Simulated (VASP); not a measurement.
# W (Fm-3m) in VASP: single point with PBEsol

Aim: the single point of W with PBEsol.

Everything below comes from runs of VASP 6.6.1. Logs are shortened: lines on timing, memory, paths and dates and some standing lists are left out, and cuts for length are marked.

## 1. The cell of the first run

Symmetry: Fm-3m, No. 225, cubic system. The conventional cell has a = 4.060 Å, b = 4.060 Å, c = 4.060 Å, α = 90.00°, β = 90.00°, γ = 90.00°. Within 3.8 Å of W (site symmetry m-3m) lie 12 W at 2.87 Å.

## 2. Single point, PBEsol

INCAR reads:

```
SYSTEM = W
ALGO = Normal
EDIFF = 1E-6
ENCUT = 520
GGA = PS
ISIF = 2
ISMEAR = -1
LASPH = .True.
LCHARG = .False.
LREAL = .False.
LWAVE = .False.
NBANDS = 13
NELM = 100
PREC = Accurate
SIGMA = 0.15
```

KPOINTS reads:

```
k-points
0
Gamma
  10 10 10
  0 0 0
```

POSCAR reads:

```
W
1.0
    0.0000000000      2.0300000000      2.0300000000
    2.0300000000      0.0000000000      2.0300000000
    2.0300000000      2.0300000000      0.0000000000
W
1
Direct
    0.0000000000      0.0000000000      0.0000000000
```

Potentials or basis: VASP PAW PBE potentials, release 64 (W_sv).

On the command line:

```
$ cat potpaw_PBE.64/W_sv/POTCAR > POTCAR
$ mpirun -np 1 vasp_std > vasp.out
```

OUTCAR:

```text
SYSTEM = W
   EDIFF = 1E-6
   ENCUT = 520
   GGA = PS
   ISIF = 2
   ISMEAR = -1
   LASPH = .True.
   LREAL = .False.
   NELM = 100
   PREC = Accurate

 ion  position               nearest neighbor table
   1  0.000  0.000  0.000-

  LATTYP: Found a face centered cubic cell.
 ALAT       =     4.0600000000

  Lattice vectors:

 A1 = (   0.0000000000,   2.0300000000,   2.0300000000)
 A2 = (   2.0300000000,   0.0000000000,   2.0300000000)
 A3 = (   2.0300000000,   2.0300000000,   0.0000000000)

Analysis of symmetry for initial positions (statically):
=====================================================================
 Subroutine PRICEL returns:
 Original cell was already a primitive cell.

 Routine SETGRP: Setting up the symmetry group for a
 face centered cubic supercell.

 Subroutine GETGRP returns: Found 48 space group operations
 (whereof 48 operations were pure point group operations)
 out of a pool of 48 trial point group operations.

The static configuration has the point symmetry O_h .

Analysis of symmetry for dynamics (positions and initial velocities):
=====================================================================
 Subroutine PRICEL returns:
 Original cell was already a primitive cell.

 Routine SETGRP: Setting up the symmetry group for a
 face centered cubic supercell.

 Subroutine GETGRP returns: Found 48 space group operations
 (whereof 48 operations were pure point group operations)
 out of a pool of 48 trial point group operations.

The dynamic configuration has the point symmetry O_h .

 Subroutine INISYM returns: Found 48 space group operations
 (whereof 48 operations are pure point group operations),
 and found     1 'primitive' translations

----------------------------------------------------------------------------------------

                                     Primitive cell

  volume of cell :      16.7309

  direct lattice vectors                    reciprocal lattice vectors
     0.000000000  2.030000000  2.030000000    -0.246305419  0.246305419  0.246305419
     2.030000000  0.000000000  2.030000000     0.246305419 -0.246305419  0.246305419
     2.030000000  2.030000000  0.000000000     0.246305419  0.246305419 -0.246305419

  length of vectors
     2.870853532  2.870853532  2.870853532     0.426613499  0.426613499  0.426613499

  position of ions in fractional coordinates (direct lattice)
     0.000000000  0.000000000  0.000000000

  ion indices of the primitive-cell ions
   primitive index   ion index
                 1           1

----------------------------------------------------------------------------------------

 KPOINTS: k-points

Automatic generation of k-mesh.
 Grid dimensions read from file:
 generate k-points for:   10   10   10

 Generating k-lattice:

  Cartesian coordinates                     Fractional coordinates (reciprocal lattice)
    -0.024630542  0.024630542  0.024630542     0.100000000  0.000000000  0.000000000
     0.024630542 -0.024630542  0.024630542     0.000000000  0.100000000  0.000000000
     0.024630542  0.024630542 -0.024630542     0.000000000  0.000000000  0.100000000

  Length of vectors
     0.042661350  0.042661350  0.042661350

  Shift w.r.t. Gamma in fractional coordinates (k-lattice)
     0.000000000  0.000000000  0.000000000

 Subroutine IBZKPT returns following result:
 ===========================================

 Found     47 irreducible k-points:

 Following reciprocal coordinates:
            Coordinates               Weight
  0.000000  0.000000  0.000000      1.000000
  0.100000  0.000000  0.000000      8.000000
  0.200000  0.000000  0.000000      8.000000
  0.300000  0.000000  0.000000      8.000000
  0.400000  0.000000  0.000000      8.000000
  0.500000  0.000000  0.000000      4.000000
[... 16 lines left out ...]
  0.300000  0.300000  0.000000      6.000000
  0.400000  0.300000  0.000000     24.000000
 [... further k-points ...]
   k-points           NKPTS =     47   k-points in BZ     NKDIM =     47   number of bands    NBANDS=     13
   number of dos      NEDOS =    301   number of ions     NIONS =      1
   total plane-waves  NPLWV =  13824
   dimension x,y,z NGX =    24 NGY =   24 NGZ =   24
   dimension x,y,z NGXF=    48 NGYF=   48 NGZF=   48
   ions per type =               1
   NGX,Y,Z   is equivalent  to a cutoff of  13.90, 13.90, 13.90 a.u.
   NGXF,Y,Z  is equivalent  to a cutoff of  27.80, 27.80, 27.80 a.u.
 SYSTEM =  W
   PREC   = accura    normal or accurate (medium, high low for compatibility)
   ISTART =      0    job   : 0-new  1-cont  2-samecut
   ICHARG =      2    charge: 1-file 2-atom 10-const
   ISPIN  =      1    spin polarized calculation?
   LNONCOLLINEAR =      F non collinear calculations
   LSORBIT =      F    spin-orbit coupling
   LASPH  =      T    aspherical Exc in radial PAW
   ENCUT  =  520.0 eV  38.22 Ry    6.18 a.u.   5.34  5.34  5.34*2*pi/ulx,y,z
   NELM   =    100;   NELMIN=  2; NELMDL= -5     # of ELM steps
   EDIFF  = 0.1E-05   stopping-criterion for ELM
   LREAL  =      F    real-space projection
   EDIFFG = 0.1E-04   stopping-criterion for IOM
   NSW    =      0    number of steps for IOM
   IBRION =     -1    ionic relax: 0-MD 1-quasi-New 2-CG
   NFREE  =      0    steps in history (QN), initial steepest desc. (CG)
   ISIF   =      2    stress and relaxation
   ISYM   =      2    0-nonsym 1-usesym 2-fastsym
   POTIM  = 0.5000    time-step for ionic-motion
   TEBEG  =    0.0;   TEEND  =   0.0 temperature during run
   PSTRESS=    0.0 pullay stress
   NELECT =      14.0000    total number of electrons
   NUPDOWN=      -1.0000    fix difference up-down
   EMIN   =  10.00;   EMAX   =-10.00  energy-range for DOS
   EFERMI =   0.00;   METHOD = LEGACY
   ISMEAR =    -1;   SIGMA  =   0.15  broadening in eV -4-tet -1-fermi 0-gaus
   EFERMI_NEDOS =   21; number of points for ismear=-14 and -15
   IALGO  =     38    algorithm
   IMIX   =      4    mixing-type and parameters
     AMIX     =   0.40;   BMIX     =  1.00
     AMIX_MAG =   1.60;   BMIX_MAG =  1.00
  volume/ion in A,a.u.               =      16.73       112.91
  Fermi-wavevector in a.u.,A,eV,Ry     =   1.542688  2.915258 32.380324  2.379887
  Thomas-Fermi vector in A             =   2.648457
   LORBIT       =      0    0 simple, 1 ext, 2 COOP (PROOUT), +10 PAW based schemes
   GGA     = PS    functional components
   LHFCALC =     F    Hartree Fock is set to
   AEXX    =    0.0000 exact exchange contribution
   IVDW    =     0    specifies the selected vdW correction
   LEPSILON=     F    determine dielectric tensor
   LRPA    =     F    only Hartree local field effects (RPA)
 non-spin polarized calculation
  energy-cutoff  :      520.00
  volume of cell :       16.73
 maximum number of plane-waves:       464
 NGX is ok and might be reduce to    24
   NGX = 11   NGY = 11   NGZ = 11

 number of electron      14.0000002 magnetization

 Free energy of the ion-electron system (eV)
  ---------------------------------------------------
  ext. energy  EPLUGINS =         0.00000000
  ---------------------------------------------------
  free energy    TOTEN  =       -13.32086306 eV

  energy without entropy =      -13.22862116  energy(sigma->0) =      -13.27474211

 E-fermi :  10.0639     XC(G=0): -13.4500

 val. band max:       10.0002076342   @ k =  -0.1000   0.1000   0.0000
 cond. band min:      10.0854200496   @ k =   0.5000   0.1000   0.0000
 fundamental gap:      0.0852124154
 Fermi energy:        10.0639307314

 k-point     1 :       0.0000    0.0000    0.0000
  band No.  band energies     occupation
      1     -63.6198      2.00000
      2     -27.2690      2.00000
      3     -27.2690      2.00000
      4     -27.2690      2.00000
      5       1.1525      2.00000
      6       9.5152      1.94973
      7       9.5152      1.94973
      8       9.5152      1.94973
      9      12.5440      0.00000
     10      12.5440      0.00000
     11      22.8611      0.00000
     12      27.9440      0.00000
     13      27.9440      0.00000

 k-point     2 :       0.1000    0.0000    0.0000
  band No.  band energies     occupation
      1     -63.6106      2.00000
      2     -27.3784      2.00000
      3     -27.2831      2.00000
      4     -27.2831      2.00000
      5       1.5757      2.00000
      6       9.2072      1.99341
      7       9.7035      1.83413
      8       9.7035      1.83413
      9      12.3848      0.00000
     10      12.3848      0.00000
     11      23.6810      0.00000
     12      26.4204      0.00000
     13      28.7361      0.00000

 k-point     3 :       0.2000    0.0000    0.0000
  band No.  band energies     occupation
      1     -63.5862      2.00000
      2     -27.6578      2.00000
      3     -27.3198      2.00000
      4     -27.3198      2.00000
      5       2.6870      2.00000
      6       8.6547      1.99983
      7       9.9769      1.28214
      8       9.9769      1.28214
      9      12.3435      0.00000
     10      12.3435      0.00000
     11      23.9103      0.00000
     12      26.0259      0.00000
     13      30.8894      0.00000

 k-point     4 :       0.3000    0.0000    0.0000
  band No.  band energies     occupation
      1     -63.5561      2.00000
      2     -27.9903      2.00000
      3     -27.3647      2.00000
      4     -27.3647      2.00000
      5       3.9082      2.00000
      6       8.6649      1.99982
      7       9.7894      1.72352
      8       9.7894      1.72352
      9      13.1497      0.00000
     10      13.1497      0.00000
     11      22.2279      0.00000
     12      26.2332      0.00000
     13      32.8171      0.00000

 k-point     5 :       0.4000    0.0000    0.0000
  band No.  band energies     occupation
      1     -63.5315      2.00000
      2     -28.2498      2.00000
      3     -27.4007      2.00000
      4     -27.4007      2.00000
      5       4.4695      2.00000
      6       9.4399      1.96926
      7       9.4399      1.96926
      8       9.7729      1.74875
      9      14.3594      0.00000
     10      14.3594      0.00000
     11      20.8590      0.00000
     12      23.6057      0.00000
     13      29.7392      0.00000
[... 257 lines left out ...]
 k-point    22 :      -0.2000    0.2000    0.0000
  band No.  band energies     occupation
      1     -63.5456      2.00000
      2     -27.9371      2.00000
      3     -27.5738      2.00000
      4     -27.3594      2.00000
      5       4.7705      2.00000
      6       7.9513      2.00000
      7       9.1418      1.99573
      8      10.8923      0.00796
      9      11.3560      0.00036
     10      15.0403      0.00000
     11      23.8780      0.00000
     12      27.4906      0.00000
     13      27.8702      0.00000

 k-point    23 :       0.3000    0.3000    0.0000
  band No.  band energies     occupation
      1     -63.5350      2.00000
      2     -27.9550      2.00000
      3     -27.5273      2.00000
      4     -27.5273      2.00000
      5       4.7004      2.00000
      6       6.6926      2.00000
      7       9.8708      1.56750
      8      12.4699      0.00000
      9      12.4699      0.00000
     10      13.9854      0.00000
     11      26.6608      0.00000
     12      26.6608      0.00000
     13      27.7190      0.00000

 k-point    24 :       0.4000    0.3000    0.0000
  band No.  band energies     occupation
      1     -63.5156      2.00000
      2     -28.0944      2.00000
      3     -27.6057      2.00000
      4     -27.5707      2.00000
      5       5.1598      2.00000
      6       6.4303      2.00000
      7       9.8993      1.49960
      8      12.7211      0.00000
      9      14.1355      0.00000
     10      14.7977      0.00000
     11      23.4775      0.00000
     12      25.3414      0.00000
     13      26.9606      0.00000

 [... further k-points ...]

------------------------ aborting loop because EDIFF is reached ----------------------------------------

  FORCE on cell =-STRESS in cart. coord.  units (eV):
  Direction    XX          YY          ZZ          XY          YZ          ZX
  --------------------------------------------------------------------------------------
  -------------------------------------------------------------------------------------
  Total       -1.1828170     -1.1828170     -1.1828170     -0.0000000     -0.0000000      0.0000000
  in kB     -113.2687279   -113.2687279   -113.2687279     -0.0000000     -0.0000000      0.0000000
  external PRESSURE =    -113.2687279 kB  Pullay stress =       0.0000000 kB

 VOLUME and BASIS-vectors are now :
 -----------------------------------------------------------------------------
  energy-cutoff  :      520.00
  volume of cell :       16.73
      direct lattice vectors                 reciprocal lattice vectors
     0.000000000  2.030000000  2.030000000    -0.246305419  0.246305419  0.246305419
     2.030000000  0.000000000  2.030000000     0.246305419 -0.246305419  0.246305419
     2.030000000  2.030000000  0.000000000     0.246305419  0.246305419 -0.246305419

 POSITION                                       TOTAL-FORCE (eV/Angst)
 -----------------------------------------------------------------------------------
      0.00000      0.00000      0.00000        -0.000000     -0.000000      0.000000
 -----------------------------------------------------------------------------------
    total drift:                               -0.000000      0.000000     -0.000000

  FREE ENERGIE OF THE ION-ELECTRON SYSTEM (eV)
  ---------------------------------------------------
  free  energy   TOTEN  =       -13.3208630580 eV

  energy  without entropy=      -13.2286211631  energy(sigma->0) =      -13.27474211
```

It took 21 s on 1 thread of Intel Xeon 6975P-C, shared host; peak memory 0.11 GiB.

Results:

```yaml
Free_energy: -13.3209 eV
Pressure: -11.3 GPa
Band_gap_on_the_k_mesh: zero (band 7 reaches 13.02 eV, above the bottom of band 8 at 9.52 eV)
```

Levels at points of the mesh, in eV from the Fermi level:
| k point | band 4 | band 5 | band 6 | band 7 | band 8 | band 9 | band 10 | band 11 |
| --- | --- | --- | --- | --- | --- | --- | --- | --- |
| (0.00, 0.00, 0.00) | -37.33 | -8.91 | -0.55 | -0.55 | -0.55 | 2.48 | 2.48 | 12.80 |
| (0.50, 0.00, 0.00) | -37.48 | -5.51 | -0.77 | -0.77 | 0.59 | 4.90 | 4.90 | 9.98 |
| (0.50, 0.50, 0.00) | -37.72 | -5.37 | -4.41 | 2.95 | 4.86 | 5.62 | 5.62 | 11.56 |

Caveat: the PAW data sets were made with another functional, which shifts forces and pressure a little; spin-orbit coupling is left out, which moves the levels of the heavy elements.
